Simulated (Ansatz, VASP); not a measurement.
Two plane-wave programs on SiO2

```
Si O
1.0
     5.07972    0.00000    0.00000
    -2.53986    4.39916    0.00000
     0.00000    0.00000    5.55901
Si O
3 6
Cartesian
  2.5399 0.0000 0.0000
  1.2699 2.1996 1.8530
  -1.2699 2.1996 3.7060
  1.5828 0.9138 0.9265
  0.0000 1.8277 2.7795
  3.4969 0.9138 4.6325
  0.9570 3.4853 0.9265
  2.5399 2.5715 2.7795
  -0.9570 3.4853 4.6325
```

Alike in both runs: functional PBEsol; k mesh 6 × 6 × 4; occupations gaussian, width 0.02 eV; no spin polarisation.

Ansatz relaxed the structure, and its values are those at the end. VASP's run is a single point on that final structure, the one shown.

```csv
,VASP,Ansatz
version,VASP 6.6.1,Ansatz 0.2.0
potentials or method,"VASP PAW PBE potentials, release 64 (Si, O), cutoff 520 eV","scalar-relativistic, plane waves, PAW"
valence electrons in the cell,48,48
```

```csv
,VASP,Ansatz,Ansatz less VASP
gap on the k mesh at the Fermi level (eV),5.55,5.55,+0.002
least direct gap on the mesh (eV),5.73,5.73,-0.001
pressure (GPa),0.5,0.0,-0.53
```

VASP's potentials were made for PBE, not for PBEsol.
